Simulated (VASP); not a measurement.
Runs of VASP 6.6.1 on FeSi. The structure is that of space group P2_13 (No. 198), or close to it. The cells are those of the table. 

| spin | cell | k mesh | smearing | gap on the mesh (eV) | pressure (GPa) | largest force (eV/Å) |
| --- | --- | --- | --- | --- | --- | --- |
| off | a = 4.357 Å, 8 atoms | 8 × 8 × 8 | gaussian 0.01 eV | 0.16 | 15.9 | 0.04 |
| off | a = 4.592 Å, 8 atoms | 8 × 8 × 8 | gaussian 0.01 eV | 0.16 | -16.2 | 0.03 |
| off | a = 4.262 Å, 8 atoms | 8 × 8 × 8 | gaussian 0.01 eV | (a) | 38.1 | 0.04 |
| collinear, ferromagnetic start | a = 4.446 Å, 8 atoms | 4 × 4 × 4 | gaussian 0.1 eV | (b) | 0.4 | 0.03 |

Alike in all rows: task single point; level PBE; potentials or basis VASP PAW PBE potentials, release 64 (Fe, Si); cutoff (eV) 520.

Problem. Estimate the missing entries.

Solution. (a) 0.15; (b) 0.17.

A k mesh can miss the band edges.
